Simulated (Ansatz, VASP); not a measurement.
# Pt: VASP beside Ansatz

```
CELL_PARAMETERS angstrom
0.00000 1.95790 2.00685
1.95790 0.00000 2.00685
1.95790 1.95790 0.00000
ATOMIC_POSITIONS crystal
Pt 0.00000 0.00000 0.00000
```

Change from the starting cell: strain +0.000 along x and y, +0.025 along z, atoms carried along.

Alike in both runs: task single point; functional PBEsol; k mesh 20 × 20 × 20; occupations gaussian, width 0.15 eV; no spin polarisation.

```csv
,VASP,Ansatz
version,VASP 6.6.1,Ansatz 0.2.0
potentials or method,"VASP PAW PBE potentials, release 64 (Pt), cutoff 520 eV","scalar-relativistic, plane waves, PAW"
valence electrons in the cell,10,18
```

|  | VASP | Ansatz | Ansatz less VASP |
| --- | --- | --- | --- |
| gap on the k mesh at the Fermi level (eV) | none | none | - |
| pressure (GPa) | -6.5 | -6.0 | +0.41 |
| traceless stress, the component that is largest in VASP (GPa) | -1.71 | -1.72 | -0.008 |

VASP's potentials were made for PBE, not for PBEsol. A gap of «none» marks a metal or a gap that the smearing closes. VASP's potentials hold 10 valence electrons a cell and Ansatz's 18, so a difference there can come from the potentials and not from the codes.

Spin-orbit coupling is off throughout.
